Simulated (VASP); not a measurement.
Runs of VASP 6.6.1 on SiO2. The structure is that of space group P-4m2 (No. 115), or close to it. The cells are those of the table. 

```tsv
cell	gap on the mesh (eV)	pressure (GPa)	largest force (eV/Å)
a = 6.720, b = 6.720, c = 5.915 Å, 15 atoms	5.42	(a)	0.11
a = 6.911, b = 6.911, c = 6.419 Å, 15 atoms	5.61	(b)	0.08
a = 6.736, b = 6.736, c = 6.088 Å, 15 atoms	5.59	9.4	0.10
a = 7.009, b = 7.009, c = 6.549 Å, 15 atoms	5.45	-4.5	0.08
a = 7.093, b = 7.093, c = 6.638 Å, 15 atoms	5.23	-7.2	0.08
a = 6.829, b = 6.829, c = 6.315 Å, 15 atoms	5.68	3.2	0.09
a = 6.777, b = 6.777, c = 6.214 Å, 15 atoms	5.66	6.3	0.10
a = 6.948, b = 6.948, c = 6.477 Å, 15 atoms	5.56	-2.2	0.09
```

Alike in all rows: task single point; level LDA; potentials or basis VASP PAW LDA potentials, release 64 (Si, O); no spin polarisation; k mesh 4 × 4 × 4; cutoff (eV) 520; smearing gaussian 0.02 eV.

**Question.** Fill in the values left out.

**Answer.** (a) 12.2; (b) -0.5.

A k mesh can miss the band edges.
